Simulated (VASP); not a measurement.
# GaN (P6_3mc) in VASP: vibrations by perturbation theory with PBEsol

Aim: the vibrations by perturbation theory of GaN with PBEsol.

Program: VASP 6.6.1. These are calculated values, not measurements. Logs are shortened: lines on timing, memory, paths and dates and some standing lists are left out, and cuts for length are marked.

## (1) The cell of the first run

It takes space group P6_3mc (No. 186, hexagonal). The conventional cell has a = 3.183 Å, b = 3.183 Å, c = 5.185 Å, α = 90.00°, β = 90.00°, γ = 120.00°. Within 2.6 Å of Ga (site symmetry 3m) lie 4 N at 1.95 Å. N (site symmetry 3m) has 4 Ga at 1.95 Å within 2.6 Å.

## (2) Vibrations by perturbation theory, PBEsol

INCAR reads:

```
SYSTEM = GaN
  PREC = Accurate
  ENCUT = 520
  EDIFF = 1E-8
  ISMEAR = 0
  SIGMA = 0.01
  LREAL = .FALSE.
  LASPH = .TRUE.
  NELM = 80
  ALGO = Normal
  ISIF = 2
  LWAVE = .FALSE.
  LCHARG = .FALSE.
  GGA = PS
  IBRION = 8
  NSW = 1
  LEPSILON = .TRUE.
```

KPOINTS reads:

```
Automatic mesh
0
G
  6 6 4
  0 0 0
```

POSCAR reads:

```
GaN
1.0
    3.1828016718      0.0000000000      0.0000000000
   -1.5914008359      2.7563871030      0.0000000000
    0.0000000000      0.0000000000      5.1851997656
Ga N
2 2
Direct
    0.6666666667      0.3333333333      0.4991747701
    0.3333333333      0.6666666667      0.9991747701
    0.6666666667      0.3333333333      0.8758252299
    0.3333333333      0.6666666667      0.3758252299
```

Potentials or basis: VASP PAW PBE potentials, release 64 (Ga_d, N).

Started as:

```
> cat potpaw_PBE.64/Ga_d/POTCAR potpaw_PBE.64/N/POTCAR > POTCAR
> mpirun -np 1 vasp_std > vasp.out
```

OUTCAR:

```text
SYSTEM = GaN
   PREC = Accurate
   ENCUT = 520
   EDIFF = 1E-8
   ISMEAR = 0
   LREAL = .FALSE.
   LASPH = .TRUE.
   NELM = 80
   ISIF = 2
   GGA = PS
   IBRION = 8
   NSW = 1
   LEPSILON = .TRUE.

 ion  position               nearest neighbor table
   1  0.667  0.333  0.499-   4 1.95   4 1.95   4 1.95   3 1.95
   2  0.333  0.667  0.999-   3 1.95   3 1.95   3 1.95   4 1.95
   3  0.667  0.333  0.876-   2 1.95   2 1.95   2 1.95   1 1.95
   4  0.333  0.667  0.376-   1 1.95   1 1.95   1 1.95   2 1.95

  LATTYP: Found a hexagonal cell.
 ALAT       =     3.1828016718
 C/A-ratio  =     1.6291306529

  Lattice vectors:

 A1 = (   3.1828016718,   0.0000000000,   0.0000000000)
 A2 = (  -1.5914008359,   2.7563871030,   0.0000000000)
 A3 = (   0.0000000000,   0.0000000000,   5.1851997656)

Analysis of symmetry for initial positions (statically):
=====================================================================
 Subroutine PRICEL returns:
 Original cell was already a primitive cell.

 Routine SETGRP: Setting up the symmetry group for a
 hexagonal supercell.

 Subroutine GETGRP returns: Found 12 space group operations
 (whereof  6 operations were pure point group operations)
 out of a pool of 24 trial point group operations.

The static configuration has the point symmetry C_3v.
 The point group associated with its full space group is C_6v.

Analysis of symmetry for dynamics (positions and initial velocities):
=====================================================================
 Subroutine PRICEL returns:
 Original cell was already a primitive cell.

 Routine SETGRP: Setting up the symmetry group for a
 hexagonal supercell.

 Subroutine GETGRP returns: Found 12 space group operations
 (whereof  6 operations were pure point group operations)
 out of a pool of 24 trial point group operations.

The dynamic configuration has the point symmetry C_3v.
 The point group associated with its full space group is C_6v.

 Subroutine INISYM returns: Found 12 space group operations
 (whereof  6 operations are pure point group operations),
 and found     1 'primitive' translations

----------------------------------------------------------------------------------------

                                     Primitive cell

  volume of cell :      45.4899

  direct lattice vectors                    reciprocal lattice vectors
     3.182801672  0.000000000  0.000000000     0.314188600  0.181396873  0.000000000
    -1.591400836  2.756387103  0.000000000     0.000000000  0.362793745  0.000000000
     0.000000000  0.000000000  5.185199766     0.000000000  0.000000000  0.192856601

  length of vectors
     3.182801672  3.182801672  5.185199766     0.362793745  0.362793745  0.192856601

  position of ions in fractional coordinates (direct lattice)
     0.666666667  0.333333333  0.499174770
     0.333333333  0.666666667  0.999174770
     0.666666667  0.333333333  0.875825230
     0.333333333  0.666666667  0.375825230

  ion indices of the primitive-cell ions
   primitive index   ion index
                 1           1
[... 710 lines left out ...]
     0.49905  0.00000  0.00000
     0.00000  0.49905  0.00000
    -0.00000  0.00000 -1.01712

[... ionic steps 4 to 9 ...]

--------------------------------------- Ionic step       10  -------------------------------------------

------------------------ aborting loop because EDIFF is reached ----------------------------------------

[... ionic steps 11 to 11 ...]

--------------------------------------- Ionic step       12  -------------------------------------------

 Free energy of the ion-electron system (eV)
  ---------------------------------------------------
  ---------------------------------------------------
  free energy    TOTEN  =        -0.24691081 eV

  energy without entropy =       -0.24691081

------------------------ aborting loop because EDIFF is reached ----------------------------------------

 INTERNAL STRAIN TENSOR  FOR ION    3  DIRECTION 3   (eV/Angst):
 -----------------------------------------------------------------------------
     5.13642 -0.00000  0.00000
    -0.00000  5.13642  0.00000
     0.00000  0.00000 -9.68962

 MACROSCOPIC STATIC DIELECTRIC TENSOR (including local field effects in DFT)
 ------------------------------------------------------
           6.296071     0.000000    -0.000000
           0.000000     6.296071    -0.000000
           0.000000     0.000000     6.286943
 ------------------------------------------------------

 PIEZOELECTRIC TENSOR (including local field effects)  for field in x, y, z        (e  Angst)
          XX          YY          ZZ          XY          YZ          ZX
  --------------------------------------------------------------------------------
  x     0.00000    -0.00000     0.00000    -0.00000     0.00000     1.58132
  y     0.00000     0.00000     0.00000     0.00000     1.58133     0.00000
  z     1.41694     1.41694    -2.88786     0.00000     0.00000     0.00000

 PIEZOELECTRIC TENSOR (including local field effects)  for field in x, y, z        (C/m^2)
          XX          YY          ZZ          XY          YZ          ZX
  --------------------------------------------------------------------------------
  x     0.00000    -0.00000     0.00000    -0.00000     0.00000     0.55695
  y     0.00000     0.00000     0.00000     0.00000     0.55695     0.00000
  z     0.49905     0.49905    -1.01712     0.00000     0.00000     0.00000

 BORN EFFECTIVE CHARGES (including local field effects) (in |e|, cummulative output)
 ---------------------------------------------------------------------------------
 ion    1
    1     2.63028     0.00000     0.00000
    2     0.00000     2.63028     0.00000
    3     0.00000     0.00000     2.74895
 ion    2
    1     2.63028     0.00000    -0.00000
    2     0.00000     2.63028     0.00000
    3     0.00000    -0.00000     2.74895
 ion    3
    1    -2.63028     0.00000     0.00000
    2     0.00000    -2.63028     0.00000
    3    -0.00000     0.00000    -2.74895
 ion    4
    1    -2.63028     0.00000     0.00000
    2     0.00000    -2.63028    -0.00000
    3     0.00000     0.00000    -2.74895

 INTERNAL STRAIN TENSOR FOR ION    4 for displacements in x,y,z  (eV/Angst):
          X           Y           Z          XY          YZ          ZX
  --------------------------------------------------------------------------------
  x     0.00000     0.00000     0.00000    -9.16721     0.00000     5.05097
  y    -9.16721     9.16721     0.00000     0.00000     5.42862     0.00000
  z     5.13642     5.13642    -9.68962     0.00000     0.00000     0.00000

 SECOND DERIVATIVES (NOT SYMMETRIZED)
 ------------------------------------
               1X          1Y          1Z          2X          2Y          2Z          3X          3Y          3Z          4X          4Y          4Z
  1X   -12.976865    0.000000   -0.000000    0.413245   -0.000000    0.000000    1.023073    0.000000   -0.000000   11.540548    0.000000   -0.000000
  1Y     0.000000  -12.976865    0.000000    0.000000    0.413245    0.000000    0.000000    1.023073    0.000000   -0.000000   11.540548    0.000000
  1Z     0.000000   -0.000000  -19.683424    0.000000   -0.000000    8.198116   -0.000000    0.000000    6.732800    0.000000    0.000000    4.752508
  2X     0.413245   -0.000000   -0.000000  -12.976865   -0.000000    0.000000   11.540548    0.000000    0.000000    1.023073    0.000000    0.000000
  2Y     0.000000    0.413245    0.000000    0.000000  -12.976865   -0.000000    0.000000   11.540548    0.000000    0.000000    1.023073    0.000000
  2Z     0.000000    0.000000    8.198116    0.000000    0.000000  -19.683424    0.000000   -0.000000    4.752508    0.000000    0.000000    6.732800
  3X     1.031220   -0.000000   -0.000000   11.544163    0.000000   -0.000000  -13.213710    0.000000   -0.000000    0.638327    0.000000    0.000000
  3Y     0.000000    1.031220    0.000000   -0.000000   11.544163    0.000000   -0.000000  -13.213710    0.000000    0.000000    0.638327    0.000000
  3Z     0.000000   -0.000000    6.712181    0.000000   -0.000000    4.800072    0.000000   -0.000000  -17.533504    0.000000    0.000000    6.021251
  4X    11.544163    0.000000    0.000000    1.031220   -0.000000    0.000000    0.638327   -0.000000    0.000000  -13.213710    0.000000    0.000000
  4Y    -0.000000   11.544163   -0.000000    0.000000    1.031220   -0.000000    0.000000    0.638327    0.000000   -0.000000  -13.213710   -0.000000
  4Z     0.000000    0.000000    4.800072   -0.000000    0.000000    6.712181    0.000000   -0.000000    6.021251   -0.000000    0.000000  -17.533504

 Eigenvectors and eigenvalues of the dynamical matrix
 ----------------------------------------------------

   1 f  =   20.295499 THz   127.520381 2PiTHz  676.984977 cm-1    83.935402 meV
             X         Y         Z           dx          dy          dz
      1.591401  0.918796  2.588321    -0.000000   -0.000000    0.034224
     -0.000000  1.837591  5.180921    -0.000000   -0.000000   -0.034224
      1.591401  0.918796  4.541329    -0.000000   -0.000000   -0.706278
     -0.000000  1.837591  1.948729     0.000000    0.000000    0.706278
[... 71 lines left out ...]
  12 f/i=    0.006786 THz     0.042635 2PiTHz    0.226344 cm-1     0.028063 meV
             X         Y         Z           dx          dy          dz
      1.591401  0.918796  2.588321    -0.000000    0.000000    0.645406
     -0.000000  1.837591  5.180921    -0.000000    0.000000    0.645406
      1.591401  0.918796  4.541329    -0.000000    0.000000    0.288879
     -0.000000  1.837591  1.948729    -0.000000    0.000000    0.288879

--------------------------------------------------------------------------------------------------------

 MACROSCOPIC STATIC DIELECTRIC TENSOR IONIC CONTRIBUTION
 ------------------------------------------------------
           4.378918    -0.000000    -0.000000
          -0.000000     4.378918     0.000000
          -0.000000     0.000000     5.228313
 ------------------------------------------------------

 ELASTIC MODULI CONTR FROM IONIC RELAXATION (kBar)
 Direction    XX          YY          ZZ          XY          YZ          ZX
 --------------------------------------------------------------------------------
 XX        -591.3337    267.6362    304.7740     -0.0000      0.0000      0.0000
 YY         267.6362   -591.3337    304.7740      0.0000     -0.0000     -0.0000
 ZZ         304.7740    304.7740   -573.9136      0.0000      0.0000     -0.0000
 XY          -0.0000      0.0000      0.0000   -429.4849      0.0000     -0.0000
 YZ           0.0000     -0.0000      0.0000      0.0000   -141.0691      0.0000
 ZX           0.0000     -0.0000     -0.0000     -0.0000      0.0000   -149.2496
 --------------------------------------------------------------------------------

 PIEZOELECTRIC TENSOR IONIC CONTR  for field in x, y, z        (C/m^2)
          XX          YY          ZZ          XY          YZ          ZX
  --------------------------------------------------------------------------------
  x     0.00000    -0.00000    -0.00000    -0.00000     0.00000    -0.76070
  y     0.00000    -0.00000     0.00000     0.00000    -0.73956     0.00000
  z    -0.86558    -0.86558     1.62996    -0.00000    -0.00000     0.00000
```

Run time: 6.3 min. Hardware: 1 thread of AMD EPYC 9R45 (Zen 5), shared host; peak memory 0.3 GiB.

What came out:

```
Electronic dielectric tensor (diagonal)                 : 6.30, 6.30, 6.29
Born charges (mean of the diagonal)                     : Ga +2.67; N -2.67 e
Highest phonon frequency at Γ, LO-TO splitting left out : 677 cm⁻¹
```

Phonon frequencies in cm⁻¹ (negative: imaginary):
```tsv
q point	frequencies
(0.000, 0.000, 0.000)	0 0 0 137 137 329 518 542 542 550 550 677
```

Electronic dielectric tensor:
```
6.30 0.00 0.00
0.00 6.30 0.00
0.00 0.00 6.29
```

Born effective charge tensors (e):
atom 1, Ga
```
2.63 0.00 0.00
0.00 2.63 0.00
0.00 0.00 2.75
```
atom 2, Ga
```
2.63 0.00 0.00
0.00 2.63 0.00
0.00 0.00 2.75
```
atom 3, N
```
-2.63  0.00  0.00
 0.00 -2.63  0.00
 0.00  0.00 -2.75
```
atom 4, N
```
-2.63  0.00  0.00
 0.00 -2.63  0.00
 0.00  0.00 -2.75
```

Caveat: the k points lie up to 0.38 Å⁻¹ apart.
